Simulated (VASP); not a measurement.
# Zr (Im-3m) in VASP: a series of runs

Runs on Zr. Level: PBE. Tasks: electric field gradients.

Program: VASP 6.6.1. These are calculated values, not measurements. Logs are shortened: lines on timing, memory, paths and dates and some standing lists are left out, and cuts for length are marked.

## Step 1: The cell of the first run

The structure is cubic, space group Im-3m (No. 229). The conventional cell has a = 3.571 Å, b = 3.571 Å, c = 3.571 Å, α = 90.00°, β = 90.00°, γ = 90.00°. Zr (site symmetry m-3m) has 14 Zr at 3.09 to 3.57 Å within 4.1 Å.

## Step 2: Electric field gradients, PBE (volume scaled by 0.96)

File INCAR:

```
PREC     = Accurate       # precision mode
ENCUT    = 520            # plane-wave cutoff, eV
EDIFF    = 1E-8           # SCF threshold, eV
ISMEAR   = -1             # smearing method
SIGMA    = 0.08           # smearing width, eV
LREAL    = F              # projectors in reciprocal space
LASPH    = T              # aspherical terms in the spheres
NELM     = 80             # most SCF steps
ALGO     = Normal         # electronic algorithm
ISIF     = 2              # what is computed and relaxed
LWAVE    = F              # write WAVECAR
LCHARG   = F              # write CHGCAR
GGA      = PE             # functional
LEFG     = T            
NBANDS   = 12             # bands
```

File KPOINTS:

```
Automatic mesh
0
Gamma
  14 14 14
```

File POSCAR:

```
Zr
1.0
   -1.7855375418      1.7855375418      1.7855375418
    1.7855375418     -1.7855375418      1.7855375418
    1.7855375418      1.7855375418     -1.7855375418
Zr
1
Direct
    0.0000000000      0.0000000000      0.0000000000
```

Potentials or basis: VASP PAW PBE potentials, release 64 (Zr_sv).

Run with:

```
cat potpaw_PBE.64/Zr_sv/POTCAR > POTCAR
mpirun -np 1 vasp_std > vasp.out
```

OUTCAR:

```text
PREC = Accurate
   ENCUT = 520
   EDIFF = 1E-8
   ISMEAR = -1
   LREAL = F
   LASPH = T
   NELM = 80
   ISIF = 2
   GGA = PE

 ion  position               nearest neighbor table
   1  0.000  0.000  0.000-

  LATTYP: Found a body centered cubic cell.
 ALAT       =     3.5710750836

  Lattice vectors:

 A1 = (  -1.7855375418,   1.7855375418,   1.7855375418)
 A2 = (   1.7855375418,  -1.7855375418,   1.7855375418)
 A3 = (   1.7855375418,   1.7855375418,  -1.7855375418)

Analysis of symmetry for initial positions (statically):
=====================================================================
 Subroutine PRICEL returns:
 Original cell was already a primitive cell.

 Routine SETGRP: Setting up the symmetry group for a
 body centered cubic supercell.

 Subroutine GETGRP returns: Found 48 space group operations
 (whereof 48 operations were pure point group operations)
 out of a pool of 48 trial point group operations.

The static configuration has the point symmetry O_h .

Analysis of symmetry for dynamics (positions and initial velocities):
=====================================================================
 Subroutine PRICEL returns:
 Original cell was already a primitive cell.

 Routine SETGRP: Setting up the symmetry group for a
 body centered cubic supercell.

 Subroutine GETGRP returns: Found 48 space group operations
 (whereof 48 operations were pure point group operations)
 out of a pool of 48 trial point group operations.

The dynamic configuration has the point symmetry O_h .

 Subroutine INISYM returns: Found 48 space group operations
 (whereof 48 operations are pure point group operations),
 and found     1 'primitive' translations

----------------------------------------------------------------------------------------

                                     Primitive cell

  volume of cell :      22.7702

  direct lattice vectors                    reciprocal lattice vectors
    -1.785537542  1.785537542  1.785537542     0.000000000  0.280027716  0.280027716
     1.785537542 -1.785537542  1.785537542     0.280027716  0.000000000  0.280027716
     1.785537542  1.785537542 -1.785537542     0.280027716  0.280027716  0.000000000
[... 117 lines left out ...]
   NGX = 11   NGY = 11   NGZ = 11

 number of electron      12.0000000 magnetization

 Free energy of the ion-electron system (eV)
  ---------------------------------------------------
  ext. energy  EPLUGINS =         0.00000000
  ---------------------------------------------------
  free energy    TOTEN  =        -8.45510312 eV

  energy without entropy =       -8.41697322  energy(sigma->0) =       -8.43603817

 E-fermi :   8.9589     XC(G=0): -11.1774

 val. band max:        8.9545205199   @ k =  -0.4286  -0.4286   0.1429
 cond. band min:       8.9653164329   @ k =   0.5000   0.5000   0.1429
 fundamental gap:      0.0107959130
 Fermi energy:         8.9588770800

 k-point     1 :       0.0000    0.0000    0.0000
  band No.  band energies     occupation
      1     -39.4899      2.00000
      2     -16.9711      2.00000
      3     -16.9711      2.00000
      4     -16.9711      2.00000
      5       3.5544      2.00000
      6      10.0933      0.00000
      7      10.0933      0.00000
      8      10.0933      0.00000
      9      12.6233      0.00000
     10      12.6233      0.00000
     11      21.4198      0.00000
     12      21.4198      0.00000
[... 331 lines left out ...]
 k-point    24 :       0.3571    0.2857    0.0000
  band No.  band energies     occupation
      1     -39.3044      2.00000
      2     -17.7636      2.00000
      3     -17.6045      2.00000
      4     -17.0994      2.00000
      5       7.5400      2.00000
      6       8.4019      1.99811
      7       8.8192      1.70275
      8      12.7997      0.00000
      9      13.2249      0.00000
     10      17.6514      0.00000
     11      18.1178      0.00000
     12      19.5737      0.00000

 [... further k-points ...]
[... 5 lines left out ...]
  --------------------------------------------------------------------------------------
  -------------------------------------------------------------------------------------
  Total        0.0504271      0.0504271      0.0504271      0.0000000     -0.0000000     -0.0000000
  in kB        3.5481948      3.5481948      3.5481948      0.0000000     -0.0000000     -0.0000000
  external PRESSURE =       3.5481948 kB  Pullay stress =       0.0000000 kB

 VOLUME and BASIS-vectors are now :
 -----------------------------------------------------------------------------
  energy-cutoff  :      520.00
  volume of cell :       22.77
      direct lattice vectors                 reciprocal lattice vectors
    -1.785537542  1.785537542  1.785537542     0.000000000  0.280027716  0.280027716
     1.785537542 -1.785537542  1.785537542     0.280027716  0.000000000  0.280027716
     1.785537542  1.785537542 -1.785537542     0.280027716  0.280027716  0.000000000

 POSITION                                       TOTAL-FORCE (eV/Angst)
 -----------------------------------------------------------------------------------
      0.00000      0.00000      0.00000        -0.000000      0.000000      0.000000
 -----------------------------------------------------------------------------------
    total drift:                                0.000000      0.000000      0.000000

  FREE ENERGIE OF THE ION-ELECTRON SYSTEM (eV)
  ---------------------------------------------------
  free  energy   TOTEN  =        -8.4551031241 eV

  energy  without entropy=       -8.4169732179  energy(sigma->0) =       -8.43603817

 Electric field gradients (V/A^2)
---------------------------------------------------------------------
 ion       V_xx      V_yy      V_zz      V_xy      V_xz      V_yz
---------------------------------------------------------------------
   1      -0.000     0.000    -0.000    -0.000    -0.000    -0.000
---------------------------------------------------------------------

 Electric field gradients after diagonalization (V/A^2)
 (convention: |V_zz| > |V_xx| > |V_yy|)
----------------------------------------------------------------------
 ion       V_xx      V_yy      V_zz     asymmetry (V_yy - V_xx)/ V_zz
----------------------------------------------------------------------
   1       0.000     0.000    -0.000       0.000
----------------------------------------------------------------------

           NMR quadrupolar parameters

 Cq : quadrupolar parameter    Cq=e*Q*V_zz/h
 eta: asymmetry parameters     (V_yy - V_xx)/ V_zz
 Q  : nuclear electric quadrupole moment in mb (millibarn)
----------------------------------------------------------------------
 ion       Cq(MHz)       eta       Q (mb)
----------------------------------------------------------------------
   1      -0.000       0.000       1.000
----------------------------------------------------------------------
```

OSZICAR:

```text
N       E                     dE             d eps       ncg     rms          rms(c)
DAV:   1     0.866901844585E+02    0.86690E+02   -0.68411E+03  2512   0.998E+02
DAV:   2    -0.578387318458E+01   -0.92474E+02   -0.89875E+02  2856   0.270E+02
DAV:   3    -0.871514709508E+01   -0.29313E+01   -0.28918E+01  3736   0.413E+01
DAV:   4    -0.877067812055E+01   -0.55531E-01   -0.55496E-01  2908   0.545E+00
DAV:   5    -0.877181101558E+01   -0.11329E-02   -0.11329E-02  3528   0.564E-01    0.106E+01
DAV:   6    -0.850040366394E+01    0.27141E+00   -0.35898E-01  2704   0.556E+00    0.426E+00
DAV:   7    -0.845212609709E+01    0.48278E-01   -0.18433E-01  3052   0.380E+00    0.664E-01
DAV:   8    -0.845510236294E+01   -0.29763E-02   -0.11163E-02  2928   0.121E+00    0.897E-02
DAV:   9    -0.845511277022E+01   -0.10407E-04   -0.40021E-04  3240   0.170E-01    0.250E-02
DAV:  10    -0.845510698745E+01    0.57828E-05   -0.15745E-05  2896   0.408E-02    0.698E-03
DAV:  11    -0.845510328479E+01    0.37027E-05   -0.18037E-06  3580   0.120E-02    0.255E-03
DAV:  12    -0.845510312199E+01    0.16279E-06   -0.25569E-08  2960   0.166E-03    0.109E-03
DAV:  13    -0.845510312411E+01   -0.21105E-08   -0.43680E-09  1764   0.910E-04
   1 F= -.84551031E+01 E0= -.84360382E+01  d E =-.381299E-01
```

stdout:

```text
POSCAR found type information on POSCAR Zr
 POSCAR found :  1 types and       1 ions
 scaLAPACK will be used
 LDA part: xc-table for (Slater+PW92), standard interpolation
 POSCAR, INCAR and KPOINTS ok, starting setup
 FFT: planning ... GRIDC
 FFT: planning ... GRID_SOFT
 FFT: planning ... GRID
 WAVECAR not read
 entering main loop
ion   1
```

It took 29 s on 1 thread of Intel Xeon 8259CL, shared host; peak memory 0.15 GiB.

What came out:

- Free energy: -8.4551 eV
- Pressure: 0.4 GPa
- Band gap on the k mesh: zero (band 6 reaches 10.09 eV, above the bottom of band 7 at 8.31 eV)

Caveat: without QUAD_EFG the Cq values of the log hold for a quadrupole moment of 1 mb, not for the nuclei.

## Step 3: Electric field gradients, PBE (volume scaled by 0.98)

File INCAR:

```
SYSTEM = Zr
ALGO = Normal
EDIFF = 1E-8
ENCUT = 520
GGA = PE
ISIF = 2
ISMEAR = -1
LASPH = .True.
LCHARG = .False.
LEFG = .True.
LREAL = .False.
LWAVE = .False.
NBANDS = 12
NELM = 80
PREC = Accurate
SIGMA = 0.08
```

File KPOINTS:

```
k-points
0
Gamma
  14 14 14
  0 0 0
```

File POSCAR:

```
Zr
1.0
   -1.7978519830      1.7978519830      1.7978519830
    1.7978519830     -1.7978519830      1.7978519830
    1.7978519830      1.7978519830     -1.7978519830
Zr
1
Direct
    0.0000000000      0.0000000000      0.0000000000
```

Potentials or basis: VASP PAW PBE potentials, release 64 (Zr_sv).

Run with:

```
cat potpaw_PBE.64/Zr_sv/POTCAR > POTCAR
mpirun -np 1 vasp_std > vasp.out
```

OUTCAR:

```text
SYSTEM = Zr
   EDIFF = 1E-8
   ENCUT = 520
   GGA = PE
   ISIF = 2
   ISMEAR = -1
   LASPH = .True.
   LREAL = .False.
   NELM = 80
   PREC = Accurate

 ion  position               nearest neighbor table
   1  0.000  0.000  0.000-

  LATTYP: Found a body centered cubic cell.
 ALAT       =     3.5957039660

  Lattice vectors:

 A1 = (  -1.7978519830,   1.7978519830,   1.7978519830)
 A2 = (   1.7978519830,  -1.7978519830,   1.7978519830)
 A3 = (   1.7978519830,   1.7978519830,  -1.7978519830)

Analysis of symmetry for initial positions (statically):
=====================================================================
 Subroutine PRICEL returns:
 Original cell was already a primitive cell.

 Routine SETGRP: Setting up the symmetry group for a
 body centered cubic supercell.

 Subroutine GETGRP returns: Found 48 space group operations
 (whereof 48 operations were pure point group operations)
[... 539 lines left out ...]

 VOLUME and BASIS-vectors are now :
 -----------------------------------------------------------------------------
  energy-cutoff  :      520.00
  volume of cell :       23.24
      direct lattice vectors                 reciprocal lattice vectors
    -1.797851983  1.797851983  1.797851983     0.000000000  0.278109658  0.278109658
     1.797851983 -1.797851983  1.797851983     0.278109658  0.000000000  0.278109658
     1.797851983  1.797851983 -1.797851983     0.278109658  0.278109658  0.000000000

 POSITION                                       TOTAL-FORCE (eV/Angst)
 -----------------------------------------------------------------------------------
      0.00000      0.00000      0.00000         0.000000      0.000000     -0.000000
 -----------------------------------------------------------------------------------
    total drift:                                0.000000      0.000000     -0.000000

  FREE ENERGIE OF THE ION-ELECTRON SYSTEM (eV)
  ---------------------------------------------------
  free  energy   TOTEN  =        -8.4537215494 eV

  energy  without entropy=       -8.4141531318  energy(sigma->0) =       -8.43393734

 Electric field gradients (V/A^2)
---------------------------------------------------------------------
 ion       V_xx      V_yy      V_zz      V_xy      V_xz      V_yz
---------------------------------------------------------------------
   1       0.000     0.000     0.000    -0.000    -0.000    -0.000
---------------------------------------------------------------------

 Electric field gradients after diagonalization (V/A^2)
 (convention: |V_zz| > |V_xx| > |V_yy|)
----------------------------------------------------------------------
 ion       V_xx      V_yy      V_zz     asymmetry (V_yy - V_xx)/ V_zz
----------------------------------------------------------------------
   1       0.000     0.000    -0.000       0.000
----------------------------------------------------------------------

           NMR quadrupolar parameters

 Cq : quadrupolar parameter    Cq=e*Q*V_zz/h
 eta: asymmetry parameters     (V_yy - V_xx)/ V_zz
 Q  : nuclear electric quadrupole moment in mb (millibarn)
----------------------------------------------------------------------
 ion       Cq(MHz)       eta       Q (mb)
----------------------------------------------------------------------
   1      -0.000       0.000       1.000
----------------------------------------------------------------------
```

OSZICAR:

```text
N       E                     dE             d eps       ncg     rms          rms(c)
DAV:   1     0.882940442552E+02    0.88294E+02   -0.69214E+03  2536   0.996E+02
DAV:   2    -0.582640402234E+01   -0.94120E+02   -0.91703E+02  2920   0.271E+02
DAV:   3    -0.871747085527E+01   -0.28911E+01   -0.28468E+01  3644   0.403E+01
DAV:   4    -0.878289852142E+01   -0.65428E-01   -0.65335E-01  2916   0.573E+00
DAV:   5    -0.878443321433E+01   -0.15347E-02   -0.15347E-02  3588   0.648E-01    0.102E+01
DAV:   6    -0.850170391080E+01    0.28273E+00   -0.37107E-01  2732   0.562E+00    0.403E+00
DAV:   7    -0.845084581995E+01    0.50858E-01   -0.18751E-01  3032   0.381E+00    0.662E-01
DAV:   8    -0.845372471313E+01   -0.28789E-02   -0.11359E-02  2956   0.121E+00    0.972E-02
DAV:   9    -0.845373210814E+01   -0.73950E-05   -0.41348E-04  3260   0.176E-01    0.244E-02
DAV:  10    -0.845372410829E+01    0.79998E-05   -0.18443E-05  2920   0.453E-02    0.994E-03
DAV:  11    -0.845372164650E+01    0.24618E-05   -0.15881E-06  3556   0.126E-02    0.246E-03
DAV:  12    -0.845372155701E+01    0.89490E-07   -0.37751E-08  2996   0.210E-03    0.414E-04
DAV:  13    -0.845372154943E+01    0.75772E-08   -0.19074E-09  1628   0.553E-04
   1 F= -.84537215E+01 E0= -.84339373E+01  d E =-.395684E-01
```

Wall time 34 s (1 thread of Intel Xeon 8259CL, shared host); peak memory 0.15 GiB.

Results:

```
Free energy            : -8.4537 eV
Pressure               : -1.4 GPa
Band gap on the k mesh : zero (band 6 reaches 9.85 eV, above the bottom of band 7 at 8.09 eV)
```

Caveat: without QUAD_EFG the Cq values of the log hold for a quadrupole moment of 1 mb, not for the nuclei.

[end of part 1 of 2]
